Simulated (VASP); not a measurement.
The system is P.

```
CELL_PARAMETERS angstrom
0.00000 1.95743 1.95743
1.95743 0.00000 1.95743
1.95743 1.95743 0.00000
ATOMIC_POSITIONS crystal
P 0.00000 0.00000 0.00000
```

```yaml
Program: VASP 6.6.1
Task: relaxation of cell and atoms
Functional: PBE
Potentials_or_basis: VASP PAW PBE potentials, release 64 (P)
Cutoff: 600 eV
k_mesh: 17 × 17 × 17
Occupations: fermi-dirac, width 0.05 eV
Spin: no spin polarisation
```

At the start: pressure -2.8 GPa; volume 15.00 Å³/atom.

Question: Where does the relaxation end?

Answer: Over 3 steps the energy falls by 4.8 meV/atom and the volume is 14.46 Å³/atom (-3.6 %); space group Fm-3m (No. 225, to 0.05 Å).

The path:
```csv
step,energy change (eV),largest force (eV/Å),pressure (GPa),volume (Å³)
1,0.0000,0.0000,-2.80,15.00
2,-0.0048,0.0000,0.13,14.44
3,-0.0048,0.0000,0.00,14.46
```

Final structure:
```
P
1.0
     0.00000    1.93367    1.93367
     1.93367    0.00000    1.93367
     1.93367    1.93367    0.00000
P
1
Direct
  0.00000 0.00000 0.00000
```
